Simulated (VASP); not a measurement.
Runs of VASP 6.6.1 on Hf3F. The structure is that of space group Pm-3m (No. 221), or close to it. The cells are those of the table. 

| task | cell | k mesh | cutoff (eV) | gap on the mesh (eV) | pressure (GPa) | relaxed volume (Å³/atom) |
| --- | --- | --- | --- | --- | --- | --- |
| single point | a = 4.076 Å, 4 atoms | 4 × 4 × 4 | 520 | none | 18.1 | - |
| single point | a = 4.315 Å, 4 atoms | 12 × 12 × 12 | 520 | none | -0.4 | - |
| relaxation of cell and atoms | relaxed from a = 4.309 Å, 4 atoms | 12 × 12 × 12 | 600 | none | 0.1 | 19.96 |
| single point | a = 4.309 Å, 4 atoms | 4 × 4 × 4 | 520 | none | -0.4 | - |
| relaxation of cell and atoms | relaxed from a = 4.076 Å, 4 atoms | 4 × 4 × 4 | 600 | none | 0.0 | (a) |

Alike in all rows: level PBE; potentials or basis VASP PAW PBE potentials, release 64 (Hf_pv, F); no spin polarisation; smearing gaussian 0.1 eV.

Task: Estimate the missing entries.

Result: (a) 19.94.

Caveats: some runs use coarse meshes; spin-orbit coupling is left out, which moves the levels of the heavy elements; an odd number of electrons without spin polarisation forces a metal; a magnetic or distorted state may lie lower; the volume moved by over 15 % at a fixed basis, so the end points are rough (some runs).

A k mesh can miss the band edges, and the runs leave out spin-orbit coupling on Hf.

A gap of «none» marks levels without a gap at the run's occupations.
